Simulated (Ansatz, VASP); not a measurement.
**Two plane-wave programs on TiAl**

```
Ti Al
1.0
     2.79405    0.00000    0.00000
     0.00000    2.79405    0.00000
     0.00000    0.00000    4.04040
Ti Al
1 1
Direct
  0.50000 0.50000 0.50000
  0.00000 0.00000 0.00000
```

Alike in both runs: task single point; functional HSE06; k mesh 6 × 6 × 4; occupations gaussian, width 0.1 eV; no spin polarisation.

|  | VASP | Ansatz |
| --- | --- | --- |
| version | VASP 6.6.1 | Ansatz 0.2.0 |
| potentials or method | VASP PAW PBE potentials, release 64 (Ti_sv, Al), cutoff 520 eV | scalar-relativistic, plane waves, PAW |
| valence electrons in the cell | 15 | 15 |

Ansatz gave:

* gap on the k mesh at the Fermi level (eV): none
* pressure (GPa): 2.2
* traceless stress, the component that is largest in VASP (GPa): -1.75

Problem. Which values does VASP return?

Solution. gap on the k mesh at the Fermi level (eV): none; pressure (GPa): 1.9; traceless stress, the component that is largest in VASP (GPa): -1.74.

A gap of «none» marks a metal or a gap that the smearing closes. Ansatz's warnings: filled band counts differ across k points, stress exchange threshold loose, stress scf threshold loose.

The k mesh is coarse, so the values compare programs but aren't converged.
